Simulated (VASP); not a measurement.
## Ge: single point with PBEsol

The system is Ge.

```
Ge
1.0
     0.00000    5.75280    5.75280
     5.75280    0.00000    5.75280
     5.75280    5.75280    0.00000
Ge
16
Direct
  0.07084 0.85458 0.26776
  0.17757 0.15118 0.25485
  0.91761 0.01192 0.53004
  0.25927 0.88047 0.88655
  0.90486 0.40691 0.03893
  0.96435 0.56805 0.23263
  0.22285 0.34103 0.42981
  0.10752 0.74114 0.71025
  0.54339 0.97923 0.95776
  0.75894 0.07528 0.07561
  0.48163 0.00526 0.42069
  0.69645 0.80775 0.66143
  0.43013 0.44643 0.08425
  0.52331 0.61301 0.15785
  0.32416 0.46588 0.58425
  0.70610 0.44916 0.57284
```

```json
{
 "Program": "VASP 6.6.1",
 "Task": "single point",
 "Functional": "PBEsol",
 "Potentials or basis": "VASP PAW PBE potentials, release 64 (Ge_d)",
 "Cutoff": "520 eV",
 "k mesh": "2 × 2 × 2",
 "Occupations": "fermi-dirac, width 0.24 eV",
 "Spin": "no spin polarisation",
 "Dipole correction": "no",
 "Further INCAR settings": "LREAL = Auto; ALGO = Normal; EDIFF = 1e-06; NBANDS = 126"
}
```

```yaml
Pressure: -1.8 GPa
Largest_force: 2.978 eV/Å
Band_gap_on_the_k_mesh: zero (band 112 reaches 4.21 eV, above the bottom of band 113 at 4.01 eV)
```

Forces on the atoms (eV/Å):
```
Ge  -0.719 -0.210 -0.278
Ge  -0.849 -0.381  0.756
Ge   1.907 -2.195  0.032
Ge  -0.481  0.001 -0.130
Ge  -0.033  0.197  0.370
Ge  -0.117 -0.482  0.496
Ge   1.062  0.152 -0.794
Ge   0.546  2.835 -0.568
Ge   0.205  0.022 -0.190
Ge  -0.263 -0.143  0.099
Ge  -0.400  0.194 -0.420
Ge   0.004 -0.028 -0.576
Ge  -2.492 -1.503 -0.547
Ge   2.110  1.127  1.774
Ge  -0.553  0.444  0.537
Ge   0.073 -0.028 -0.559
```

Stress tensor (GPa, compression positive):
```
-1.01 -0.13 -0.02
-0.13 -2.48 -0.53
-0.02 -0.53 -1.82
```

Levels at points of the mesh, in eV from the Fermi level:
| k point | band 108 | band 109 | band 110 | band 111 | band 112 | band 113 | band 114 | band 115 | band 116 | band 117 |
| --- | --- | --- | --- | --- | --- | --- | --- | --- | --- | --- |
| (0.00, 0.00, 0.00) | -0.64 | -0.45 | -0.37 | 0.00 | 0.08 | 0.29 | 0.34 | 0.61 | 0.75 | 0.90 |
| (0.50, 0.00, 0.00) | -1.03 | -0.89 | -0.78 | -0.64 | -0.19 | 0.33 | 0.49 | 0.76 | 1.01 | 1.05 |
| (0.00, 0.50, 0.00) | -1.04 | -0.79 | -0.69 | -0.43 | -0.34 | 0.15 | 0.36 | 0.83 | 1.02 | 1.25 |
| (0.00, 0.00, 0.50) | -1.06 | -0.92 | -0.60 | -0.38 | -0.24 | -0.13 | 0.34 | 0.57 | 0.84 | 0.98 |
| (0.50, 0.50, 0.50) | -1.03 | -0.84 | -0.77 | -0.58 | -0.47 | 0.02 | 0.29 | 0.62 | 0.94 | 1.27 |
| (0.50, 0.50, 0.00) | -0.96 | -0.81 | -0.70 | -0.36 | -0.31 | 0.16 | 0.48 | 0.73 | 0.87 | 1.27 |
| (0.00, 0.50, 0.50) | -1.06 | -0.76 | -0.58 | -0.29 | -0.05 | 0.04 | 0.66 | 0.77 | 0.91 | 1.17 |
| (0.50, 0.00, 0.50) | -0.93 | -0.84 | -0.53 | -0.41 | -0.13 | 0.04 | 0.29 | 0.56 | 0.76 | 1.26 |

It took 20 min on 1 thread of Intel(R) Xeon(R) Platinum 8488C (Sapphire Rapids), with other jobs on the host, peak memory 0.65 GiB.

Caveat: the k points lie up to 0.47 Å⁻¹ apart; the PAW data sets were made with another functional, which shifts forces and pressure a little.
